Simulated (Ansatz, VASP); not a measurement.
Two plane-wave programs on RbBr

```xyz
2
Lattice="0.0000 3.4701 3.4701 3.4701 0.0000 3.4701 3.4701 3.4701 0.0000" Properties=species:S:1:pos:R:3 pbc="T T T"
Rb    0.0000    0.0000    0.0000
Br    3.4701    3.4701    3.4701
```

Alike in both runs: task single point; functional PBEsol; k mesh 6 × 6 × 6; occupations gaussian, width 0.02 eV; no spin polarisation.

```csv
,VASP,Ansatz
version,VASP 6.6.1,Ansatz 0.2.0
potentials or method,"VASP PAW PBE potentials, release 64 (Rb_sv, Br), cutoff 520 eV","scalar-relativistic, plane waves, PAW"
valence electrons in the cell,16,16
```

```csv
,VASP,Ansatz,Ansatz less VASP
gap on the k mesh at the Fermi level (eV),4.13,4.13,+0.002
least direct gap on the mesh (eV),4.13,4.13,+0.002
pressure (GPa),-0.5,-0.5,-0.03
```

VASP's potentials were made for PBE, not for PBEsol. The functional is the same, so the differences come from potentials, cutoffs and numerics.
